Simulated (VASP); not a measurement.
# GdMn (Pm-3m) in VASP: single point with PBE+U

Aim: the single point of GdMn with PBE+U.

Everything below comes from runs of VASP 6.6.1. Logs are shortened: lines on timing, memory, paths and dates and some standing lists are left out, and cuts for length are marked.

## 1. The cell of the first run

It takes space group Pm-3m (No. 221, cubic). The conventional cell has a = 3.562 Å, b = 3.562 Å, c = 3.562 Å, α = 90.00°, β = 90.00°, γ = 90.00°. Gd (site symmetry m-3m) has 8 Mn at 3.09 Å and 6 Gd at 3.56 Å within 4.1 Å. Mn (site symmetry m-3m) has 8 Gd at 3.09 Å and 6 Mn at 3.56 Å within 4.1 Å.

## 2. Single point, PBE+U

Input file INCAR:

```
PREC = Accurate ; ENCUT = 520
EDIFF = 1E-6 ; ISMEAR = 0
SIGMA = 0.05 ; LREAL = False
LASPH = True ; NELM = 150
ALGO = Normal ; ISIF = 2
LWAVE = False ; LCHARG = False
LMAXMIX = 6 ; LDAU = True
LDAUTYPE = 2 ; LDAUL = 3 -1
LDAUU = 6 0 ; LDAUJ = 0 0
LDAUPRINT = 1 ; GGA = PE
NBANDS = 22
```

Input file KPOINTS:

```
Automatic mesh
0
Gamma
  8 8 8
```

Input file POSCAR:

```
GdMn
1.0
    3.5623726939      0.0000000000      0.0000000000
    0.0000000000      3.5623726939      0.0000000000
    0.0000000000      0.0000000000      3.5623726939
Gd Mn
1 1
Direct
    0.0000000000      0.0000000000      0.0000000000
    0.5000000000      0.5000000000      0.5000000000
```

Potentials or basis: VASP PAW PBE potentials, release 64 (Gd, Mn_pv).

Launch:

```sh
cat potpaw_PBE.64/Gd/POTCAR potpaw_PBE.64/Mn_pv/POTCAR > POTCAR
mpirun -np 1 vasp_std > vasp.out
```

OUTCAR:

```text
PREC = Accurate
   ENCUT = 520
   EDIFF = 1E-6
   ISMEAR = 0
   LREAL = False
   LASPH = True
   NELM = 150
   ISIF = 2
   GGA = PE

 ion  position               nearest neighbor table
   1  0.000  0.000  0.000-   2 3.09   2 3.09   2 3.09   2 3.09   2 3.09   2 3.09   2 3.09   2 3.09

   2  0.500  0.500  0.500-   1 3.09   1 3.09   1 3.09   1 3.09   1 3.09   1 3.09   1 3.09   1 3.09

  LATTYP: Found a simple cubic cell.
 ALAT       =     3.5623726939

  Lattice vectors:

 A1 = (   3.5623726939,   0.0000000000,   0.0000000000)
 A2 = (   0.0000000000,   3.5623726939,   0.0000000000)
 A3 = (   0.0000000000,   0.0000000000,   3.5623726939)

Analysis of symmetry for initial positions (statically):
=====================================================================
 Subroutine PRICEL returns:
 Original cell was already a primitive cell.

 Routine SETGRP: Setting up the symmetry group for a
 simple cubic supercell.

 Subroutine GETGRP returns: Found 48 space group operations
 (whereof 48 operations were pure point group operations)
 out of a pool of 48 trial point group operations.

The static configuration has the point symmetry O_h .

Analysis of symmetry for dynamics (positions and initial velocities):
=====================================================================
 Subroutine PRICEL returns:
 Original cell was already a primitive cell.

 Routine SETGRP: Setting up the symmetry group for a
 simple cubic supercell.

 Subroutine GETGRP returns: Found 48 space group operations
 (whereof 48 operations were pure point group operations)
 out of a pool of 48 trial point group operations.

The dynamic configuration has the point symmetry O_h .

 Subroutine INISYM returns: Found 48 space group operations
 (whereof 48 operations are pure point group operations),
 and found     1 'primitive' translations

----------------------------------------------------------------------------------------

                                     Primitive cell

  volume of cell :      45.2083

  direct lattice vectors                    reciprocal lattice vectors
     3.562372694  0.000000000  0.000000000     0.280711786  0.000000000  0.000000000
     0.000000000  3.562372694  0.000000000     0.000000000  0.280711786  0.000000000
     0.000000000  0.000000000  3.562372694     0.000000000  0.000000000  0.280711786

  length of vectors
     3.562372694  3.562372694  3.562372694     0.280711786  0.280711786  0.280711786

  position of ions in fractional coordinates (direct lattice)
     0.000000000  0.000000000  0.000000000
     0.500000000  0.500000000  0.500000000

  ion indices of the primitive-cell ions
   primitive index   ion index
                 1           1
                 2           2

----------------------------------------------------------------------------------------

 KPOINTS: Automatic mesh

Automatic generation of k-mesh.
 Grid dimensions read from file:
 generate k-points for:    8    8    8

[... 74 lines left out ...]
   NELECT =      31.0000    total number of electrons
   NUPDOWN=      -1.0000    fix difference up-down
   EMIN   =  10.00;   EMAX   =-10.00  energy-range for DOS
   EFERMI =   0.00;   METHOD = LEGACY
   ISMEAR =     0;   SIGMA  =   0.05  broadening in eV -4-tet -1-fermi 0-gaus
   EFERMI_NEDOS =   21; number of points for ismear=-14 and -15
   IALGO  =     38    algorithm
   IMIX   =      4    mixing-type and parameters
     AMIX     =   0.40;   BMIX     =  1.00
     AMIX_MAG =   1.60;   BMIX_MAG =  1.00
  volume/ion in A,a.u.               =      22.60       152.54
  Fermi-wavevector in a.u.,A,eV,Ry     =   1.443630  2.728066 28.355480  2.084069
  Thomas-Fermi vector in A             =   2.562016
   LORBIT       =      0    0 simple, 1 ext, 2 COOP (PROOUT), +10 PAW based schemes
 LDA+U is selected, type is set to LDAUTYPE =  2
   angular momentum for each species LDAUL =     3   -1
   U (eV)           for each species LDAUU =   6.0  0.0
   J (eV)           for each species LDAUJ =   0.0  0.0
   GGA     = PE    functional components
   LHFCALC =     F    Hartree Fock is set to
   AEXX    =    0.0000 exact exchange contribution
   IVDW    =     0    specifies the selected vdW correction
   LEPSILON=     F    determine dielectric tensor
   LRPA    =     F    only Hartree local field effects (RPA)
 non-spin polarized calculation
 Gauss-broadening in eV      SIGMA  =   0.05
  energy-cutoff  :      520.00
  volume of cell :       45.21
 maximum number of plane-waves:      1236
 NGX is ok and might be reduce to    28
   NGX = 13   NGY = 13   NGZ = 13

atom =   1  type =  1  l = 3

 onsite density matrix

spin component  1

  0.5834 -0.0000  0.4496 -0.0000 -0.0000 -0.0000 -0.0000
 -0.0000  0.9503 -0.0000  0.0000  0.0000 -0.0000 -0.0000
  0.4496 -0.0000  0.3512 -0.0000  0.0000  0.0000 -0.0000
 -0.0000  0.0000 -0.0000  0.9316 -0.0000  0.0000 -0.0000
 -0.0000  0.0000  0.0000 -0.0000  0.3512 -0.0000 -0.4496
 -0.0000 -0.0000  0.0000  0.0000 -0.0000  0.0029 -0.0000
 -0.0000 -0.0000 -0.0000 -0.0000 -0.4496 -0.0000  0.5834

spin component  2

  0.5834 -0.0000  0.4496 -0.0000 -0.0000 -0.0000 -0.0000
 -0.0000  0.9503 -0.0000  0.0000  0.0000 -0.0000 -0.0000
  0.4496 -0.0000  0.3512 -0.0000  0.0000  0.0000 -0.0000
 -0.0000  0.0000 -0.0000  0.9316 -0.0000  0.0000 -0.0000
 -0.0000  0.0000  0.0000 -0.0000  0.3512 -0.0000 -0.4496
 -0.0000 -0.0000  0.0000  0.0000 -0.0000  0.0029 -0.0000
 -0.0000 -0.0000 -0.0000 -0.0000 -0.4496 -0.0000  0.5834

 occupancies and eigenvectors

  o =  0.0029  v =  0.6124  0.0000 -0.7906  0.0000  0.0000  0.0000  0.0000  0.0000  0.0000  0.0000  0.0000  0.0000  0.0000  0.0000      0.0000  0.0000  0.0000  0.0000  0.0000  0.0000  0.0000  0.0000  0.0000  0.0000  0.0000  0.0000  0.0000  0.0000
  o =  0.0029  v =  0.0000  0.0000  0.0000  0.0000  0.0000  0.0000  0.0000  0.6124  0.0000 -0.7906  0.0000  0.0000  0.0000  0.0000      0.0000  0.0000  0.0000  0.0000  0.0000  0.0000  0.0000  0.0000  0.0000  0.0000  0.0000  0.0000  0.0000  0.0000
  o =  0.0029  v =  0.0000 -0.0000  0.0000  0.0000  0.7906  0.0001  0.6124  0.0000  0.0000  0.0000  0.0000  0.0000  0.0000  0.0000      0.0000  0.0000  0.0000  0.0000  0.0000  0.0000  0.0000  0.0000  0.0000  0.0000  0.0000  0.0000  0.0000  0.0000
  o =  0.0029  v =  0.0000  0.0000  0.0000  0.0000  0.0000  0.0000  0.0000  0.0000 -0.0000  0.0000  0.0000  0.7906  0.0001  0.6124      0.0000  0.0000  0.0000  0.0000  0.0000  0.0000  0.0000  0.0000  0.0000  0.0000  0.0000  0.0000  0.0000  0.0000
  o =  0.0029  v =  0.0000  0.0000  0.0000  0.0000  0.0000  0.0000  0.0000  0.0000  0.0000 -0.0000 -0.0000  0.0001 -1.0000  0.0000      0.0000  0.0000  0.0000  0.0000  0.0000  0.0000  0.0000  0.0000  0.0000  0.0000  0.0000  0.0000  0.0000  0.0000
  o =  0.0029  v =  0.0000  0.0000 -0.0000 -0.0000  0.0001 -1.0000  0.0000  0.0000  0.0000  0.0000  0.0000  0.0000  0.0000  0.0000      0.0000  0.0000  0.0000  0.0000  0.0000  0.0000  0.0000  0.0000  0.0000  0.0000  0.0000  0.0000  0.0000  0.0000
  o =  0.9316  v =  0.0000  0.0000  0.0000  0.0000  0.0000  0.0000  0.0000 -0.7906  0.0000 -0.6124  0.0000  0.0000  0.0000  0.0000      0.0000  0.0000  0.0000  0.0000  0.0000  0.0000  0.0000  0.0000  0.0000  0.0000  0.0000  0.0000  0.0000  0.0000
  o =  0.9316  v = -0.7906  0.0000 -0.6124  0.0000  0.0000  0.0000  0.0000  0.0000  0.0000  0.0000  0.0000  0.0000  0.0000  0.0000      0.0000  0.0000  0.0000  0.0000  0.0000  0.0000  0.0000  0.0000  0.0000  0.0000  0.0000  0.0000  0.0000  0.0000
  o =  0.9316  v =  0.0000  0.0000  0.0000  0.0004 -0.6124 -0.0000  0.7906  0.0000  0.0000  0.0000  0.0000  0.0000  0.0000  0.0000      0.0000  0.0000  0.0000  0.0000  0.0000  0.0000  0.0000  0.0000  0.0000  0.0000  0.0000  0.0000  0.0000  0.0000
  o =  0.9316  v =  0.0000  0.0000  0.0000  0.0000  0.0000  0.0000  0.0000  0.0000  0.0000  0.0000  0.0004 -0.6124 -0.0000  0.7906      0.0000  0.0000  0.0000  0.0000  0.0000  0.0000  0.0000  0.0000  0.0000  0.0000  0.0000  0.0000  0.0000  0.0000
  o =  0.9316  v =  0.0000 -0.0000  0.0000 -1.0000 -0.0003 -0.0000  0.0003  0.0000  0.0000  0.0000  0.0000  0.0000  0.0000  0.0000      0.0000  0.0000  0.0000  0.0000  0.0000  0.0000  0.0000  0.0000  0.0000  0.0000  0.0000  0.0000  0.0000  0.0000
  o =  0.9316  v =  0.0000  0.0000  0.0000  0.0000  0.0000  0.0000  0.0000  0.0000 -0.0000  0.0000 -1.0000 -0.0003 -0.0000  0.0003      0.0000  0.0000  0.0000  0.0000  0.0000  0.0000  0.0000  0.0000  0.0000  0.0000  0.0000  0.0000  0.0000  0.0000
  o =  0.9503  v =  0.0000 -1.0000 -0.0000  0.0000 -0.0000  0.0000  0.0000  0.0000  0.0000  0.0000  0.0000  0.0000  0.0000  0.0000      0.0000  0.0000  0.0000  0.0000  0.0000  0.0000  0.0000  0.0000  0.0000  0.0000  0.0000  0.0000  0.0000  0.0000
  o =  0.9503  v =  0.0000  0.0000  0.0000  0.0000  0.0000  0.0000  0.0000  0.0000 -1.0000 -0.0000  0.0000 -0.0000  0.0000  0.0000      0.0000  0.0000  0.0000  0.0000  0.0000  0.0000  0.0000  0.0000  0.0000  0.0000  0.0000  0.0000  0.0000  0.0000

 number of electron      31.0000003 magnetization

 Free energy of the ion-electron system (eV)
  ---------------------------------------------------
  ext. energy  EPLUGINS =         0.00000000
  ---------------------------------------------------
  free energy    TOTEN  =        -9.48581073 eV

  energy without entropy =       -9.47399285  energy(sigma->0) =       -9.47990179

 E-fermi :   3.7596     XC(G=0): -10.8950

 val. band max:        3.7547079983   @ k =   0.3750   0.3750   0.2500
 cond. band min:       3.7639972838   @ k =   0.2500   0.2500   0.0000
 fundamental gap:      0.0092892855
 Fermi energy:         3.7595966067

 k-point     1 :       0.0000    0.0000    0.0000
  band No.  band energies     occupation
      1     -43.5193      2.00000
      2     -43.5193      2.00000
      3     -43.5193      2.00000
      4     -36.8704      2.00000
      5     -14.8502      2.00000
      6     -14.8502      2.00000
[... 589 lines left out ...]
     21       8.8221      0.00000
     22       8.8299      0.00000

 [... further k-points ...]
[... 5 lines left out ...]
  --------------------------------------------------------------------------------------
  -------------------------------------------------------------------------------------
  Total       -1.8580909     -1.8580909     -1.8580909     -0.0000000     -0.0000000     -0.0000000
  in kB      -65.8505613    -65.8505613    -65.8505613     -0.0000000     -0.0000000     -0.0000000
  external PRESSURE =     -65.8505613 kB  Pullay stress =       0.0000000 kB

 VOLUME and BASIS-vectors are now :
 -----------------------------------------------------------------------------
  energy-cutoff  :      520.00
  volume of cell :       45.21
      direct lattice vectors                 reciprocal lattice vectors
     3.562372694  0.000000000  0.000000000     0.280711786  0.000000000  0.000000000
     0.000000000  3.562372694  0.000000000     0.000000000  0.280711786  0.000000000
     0.000000000  0.000000000  3.562372694     0.000000000  0.000000000  0.280711786

 POSITION                                       TOTAL-FORCE (eV/Angst)
 -----------------------------------------------------------------------------------
      0.00000      0.00000      0.00000         0.000000      0.000000      0.000000
      1.78119      1.78119      1.78119         0.000000      0.000000      0.000000
 -----------------------------------------------------------------------------------
    total drift:                                0.000000      0.000000      0.000000

  FREE ENERGIE OF THE ION-ELECTRON SYSTEM (eV)
  ---------------------------------------------------
  free  energy   TOTEN  =        -9.4858107284 eV

  energy  without entropy=       -9.4739928497  energy(sigma->0) =       -9.47990179
```

It took 4 min on 1 thread of Oxide Virtual Turin-like, shared host; peak memory 0.15 GiB.

Results:

| Quantity | Value |
| --- | --- |
| Free energy | -9.4858 eV |
| Pressure | -6.6 GPa |
| Band gap on the k mesh | zero (an odd number of electrons rules out a gap without spin polarisation) |

Levels at points of the mesh, in eV from the Fermi level:
| k point | band 12 | band 13 | band 14 | band 15 | band 16 | band 17 | band 18 | band 19 |
| --- | --- | --- | --- | --- | --- | --- | --- | --- |
| (0.00, 0.00, 0.00) | -0.56 | -0.55 | -0.55 | 0.05 | 0.05 | 0.05 | 2.93 | 2.93 |
| (0.50, 0.00, 0.00) | -0.67 | -0.67 | -0.67 | 0.19 | 0.19 | 0.38 | 1.05 | 1.94 |
| (0.50, 0.50, 0.00) | -0.61 | -0.54 | -0.54 | -0.44 | 0.57 | 0.91 | 2.11 | 2.11 |
| (0.50, 0.50, 0.50) | -0.33 | -0.33 | -0.33 | -0.31 | -0.31 | -0.31 | 0.59 | 0.59 |

Eigenvalues of the final occupation matrices:
| site | spin | trace | eigenvalues |
| --- | --- | --- | --- |
| site 1 f | 1 | 3.75 | 0.00 0.00 0.00 0.93 0.93 0.93 0.95 |
| site 1 f | 2 | 3.75 | 0.00 0.00 0.00 0.93 0.93 0.93 0.95 |

Caveat: the cell stands under tension; spin-orbit coupling is left out, which moves the levels of the heavy elements; the run has no spin polarisation, though such a crystal can be magnetic; U without spin polarisation on a metal has little footing.
